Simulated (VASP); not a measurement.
# Ga2Te3O (P6mm) in VASP: notebook, part 2 of 2

VASP 6.6.1. The steps go on from the part before.

**3. Single point, PBE**

This run uses another cell than the first one, of 29.72 Å³/atom, 1.173 times its volume.

File INCAR:

```
PREC = Accurate
ENCUT = 520
EDIFF = 1E-7
ISMEAR = 0
SIGMA = 0.1
LREAL = F
LASPH = T
NELM = 100
ALGO = Normal
ISIF = 2
LWAVE = F
LCHARG = T
GGA = PE
LELF = T
LVHAR = T
NBANDS = 34
```

File KPOINTS:

```
regular mesh
0
Gamma
  3 3 4
```

File POSCAR:

```
Ga2Te3O
1.0
    5.9380461857      0.0000000028      0.0000000000
   -2.9690230952      5.1424988442      0.0000000000
    0.0000000000      0.0000000000      5.8403139785
Ga Te O
2 3 1
Direct
    0.6666666667      0.3333333333      0.4916465282
    0.3333333333      0.6666666667      0.4916465282
    0.0000000000      0.5000000000      1.0439060118
    0.5000000000      0.0000000000      1.0439060118
    0.5000000000      0.5000000000      1.0439060118
    0.0000000000      0.0000000000      0.0549838181
```

Potentials or basis: VASP PAW PBE potentials, release 64 (Ga_d, Te, O).

On the command line:

```
cat potpaw_PBE.64/Ga_d/POTCAR potpaw_PBE.64/Te/POTCAR potpaw_PBE.64/O/POTCAR > POTCAR
mpirun -np 1 vasp_std > vasp.out
```

It took 61 s on 1 thread of Intel Xeon 6975P-C (Granite Rapids), shared host; peak memory 0.34 GiB.

It converged, with:

```
Free energy   : -18.0141 eV
Pressure      : 0.1 GPa
Largest force : 0.017 eV/Å
```

Forces on the atoms (eV/Å):
```
Ga   0.000  0.000 -0.017
Ga   0.000  0.000 -0.017
Te   0.000  0.000  0.011
Te   0.000  0.000  0.011
Te   0.000  0.000  0.011
O    0.000  0.000  0.001
```

Stress tensor (GPa, compression positive):
```
-0.01  0.00  0.00
 0.00 -0.01  0.00
 0.00  0.00  0.22
```

Levels at points of the mesh, in eV from the Fermi level:
```csv
k point,band 23,band 24,band 25,band 26,band 27,band 28
"(0.00, 0.00, 0.00)",-0.57,-0.10,-0.10,0.71,0.71,0.76
"(0.00, 0.00, 0.50)",-0.47,-0.06,-0.06,1.22,2.14,2.14
```

Caveat: the k points lie up to 0.41 Å⁻¹ apart; spin-orbit coupling is left out, which moves the levels of the heavy elements.

**4. Single point, PBE**

This run uses another cell than the first one, of 30.78 Å³/atom, 1.214 times its volume.

File INCAR:

```
SYSTEM = Ga2Te3O
ALGO = Normal
EDIFF = 1E-6
ENCUT = 520
GGA = PE
ISIF = 2
ISMEAR = 0
LASPH = .TRUE.
LCHARG = .FALSE.
LREAL = .FALSE.
LWAVE = .FALSE.
NBANDS = 34
NELM = 60
PREC = Accurate
SIGMA = 0.1
```

File KPOINTS:

```
k-points
0
G
  6 6 6
  0 0 0
```

File POSCAR:

```
Ga2Te3O
1.0
    6.0179367169      0.0000000000      0.0000000000
   -3.0089683584      5.2116860752      0.0000000000
    0.0000000000      0.0000000000      5.8886166143
Ga Te O
2 3 1
Direct
    0.6666666667      0.3333333333      0.4809699060
    0.3333333333      0.6666666667      0.4809699060
    0.0000000000      0.5000000000      0.0482713456
    0.5000000000      0.0000000000      0.0482713456
    0.5000000000      0.5000000000      0.0482713456
    0.0000000000      0.0000000000      0.0632410610
```

Potentials or basis: VASP PAW PBE potentials, release 64 (Ga_d, Te, O).

On the command line:

```
cat potpaw_PBE.64/Ga_d/POTCAR potpaw_PBE.64/Te/POTCAR potpaw_PBE.64/O/POTCAR > POTCAR
mpirun -np 1 vasp_std > vasp.out
```

OUTCAR:

```text
SYSTEM = Ga2Te3O
   EDIFF = 1E-6
   ENCUT = 520
   GGA = PE
   ISIF = 2
   ISMEAR = 0
   LASPH = .TRUE.
   LREAL = .FALSE.
   NELM = 60
   PREC = Accurate

 ion  position               nearest neighbor table
   1  0.667  0.333  0.481-   4 3.08   3 3.08   5 3.08
   2  0.333  0.667  0.481-   4 3.08   3 3.08   5 3.08
   3  0.000  0.500  0.048-   5 3.01   5 3.01   4 3.01   4 3.01   1 3.08   2 3.08
   4  0.500  0.000  0.048-   5 3.01   5 3.01   3 3.01   3 3.01   1 3.08   2 3.08
   5  0.500  0.500  0.048-   4 3.01   4 3.01   3 3.01   3 3.01   1 3.08   2 3.08
   6  0.000  0.000  0.063-
[... 1096 lines left out ...]
  -------------------------------------------------------------------------------------
  Total       -0.0422666     -0.0422666      0.0027805     -0.0000000      0.0000000      0.0000000
  in kB       -0.3666641     -0.3666641      0.0241206     -0.0000000      0.0000000      0.0000000
  external PRESSURE =      -0.2364025 kB  Pullay stress =       0.0000000 kB

 VOLUME and BASIS-vectors are now :
 -----------------------------------------------------------------------------
  energy-cutoff  :      520.00
  volume of cell :      184.69
      direct lattice vectors                 reciprocal lattice vectors
     6.017936717  0.000000000  0.000000000     0.166169910  0.095938242  0.000000000
    -3.008968358  5.211686075  0.000000000     0.000000000  0.191876484  0.000000000
     0.000000000  0.000000000  5.888616614     0.000000000  0.000000000  0.169819172

 POSITION                                       TOTAL-FORCE (eV/Angst)
 -----------------------------------------------------------------------------------
      3.00897      1.73723      2.83225         0.000000      0.000000     -0.001175
     -0.00000      3.47446      2.83225         0.000000     -0.000000     -0.001175
     -1.50448      2.60584      0.28425         0.000000      0.000000      0.000798
      3.00897      0.00000      0.28425         0.000000      0.000000      0.000798
      1.50448      2.60584      0.28425        -0.000000      0.000000      0.000798
      0.00000      0.00000      0.37240        -0.000000     -0.000000     -0.000043
 -----------------------------------------------------------------------------------
    total drift:                                0.000000      0.000000     -0.000015

  FREE ENERGIE OF THE ION-ELECTRON SYSTEM (eV)
  ---------------------------------------------------
  free  energy   TOTEN  =       -17.9729374321 eV

  energy  without entropy=      -17.9370556463  energy(sigma->0) =      -17.95499654
```

stdout:

```text
POSCAR found type information on POSCAR GaTeO
 POSCAR found :  3 types and       6 ions
 scaLAPACK will be used
 LDA part: xc-table for (Slater+PW92), standard interpolation
 POSCAR, INCAR and KPOINTS ok, starting setup
 FFT: planning ... GRIDC
 FFT: planning ... GRID_SOFT
 FFT: planning ... GRID
 WAVECAR not read
 entering main loop
```

It took 2.2 min on 1 thread of Intel Xeon 6975P-C (Granite Rapids), shared host; peak memory 0.41 GiB.

Results:

| Item | Value |
| --- | --- |
| Free energy | -17.9729 eV |
| Pressure | 0.0 GPa |
| Band gap on the k mesh | zero (band 25 reaches 3.45 eV, above the bottom of band 26 at 2.89 eV) |

Caveat: spin-orbit coupling is left out, which moves the levels of the heavy elements.

**5. Overview**

| cell | k mesh | gap on the mesh (eV) | pressure (GPa) | largest force (eV/Å) |
| --- | --- | --- | --- | --- |
| a = 6.195, b = 6.195, c = 4.576 Å, angles 90.0, 90.0, 120.0°, 6 atoms | 3 × 3 × 4 | none | 5.5 | 0.56 |
| a = 5.938, b = 5.938, c = 5.840 Å, angles 90.0, 90.0, 120.0°, 6 atoms | 3 × 3 × 4 | - | 0.1 | 0.02 |
| a = 6.018, b = 6.018, c = 5.889 Å, angles 90.0, 90.0, 120.0°, 6 atoms | 6 × 6 × 6 | none | 0.0 | - |

Alike in all rows: task single point; level PBE; potentials or basis VASP PAW PBE potentials, release 64 (Ga_d, Te, O); no spin polarisation; cutoff (eV) 520; smearing gaussian 0.1 eV.

Caveats: some runs use coarse meshes; spin-orbit coupling is left out, which moves the levels of the heavy elements.

Total energies depend on the potentials used, so only differences within one code and one set of settings carry meaning.
